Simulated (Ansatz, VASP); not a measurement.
One calculation of Si, two programs

```
Si
1.0
     0.00000    2.71692    2.71692
     2.71692    0.00000    2.71692
     2.71692    2.71692    0.00000
Si
2
Direct
  0.25000 0.25000 0.25000
  0.00000 0.00000 0.00000
```

Alike in both runs: functional PBEsol; k mesh 8 × 8 × 8; occupations gaussian, width 0.02 eV; no spin polarisation.

Ansatz relaxed the structure, and its values are those at the end. VASP's run is a single point on that final structure, the one shown.

|  | VASP | Ansatz |
| --- | --- | --- |
| version | VASP 6.6.1 | Ansatz 0.2.0 |
| potentials or method | VASP PAW PBE potentials, release 64 (Si), cutoff 520 eV | scalar-relativistic, plane waves, PAW |
| valence electrons in the cell | 8 | 8 |

|  | VASP | Ansatz | Ansatz less VASP |
| --- | --- | --- | --- |
| gap on the k mesh at the Fermi level (eV) | 0.51 | 0.51 | +0.005 |
| least direct gap on the mesh (eV) | 2.52 | 2.52 | +0.003 |
| pressure (GPa) | 0.1 | 0.0 | -0.11 |

VASP's potentials were made for PBE, not for PBEsol.
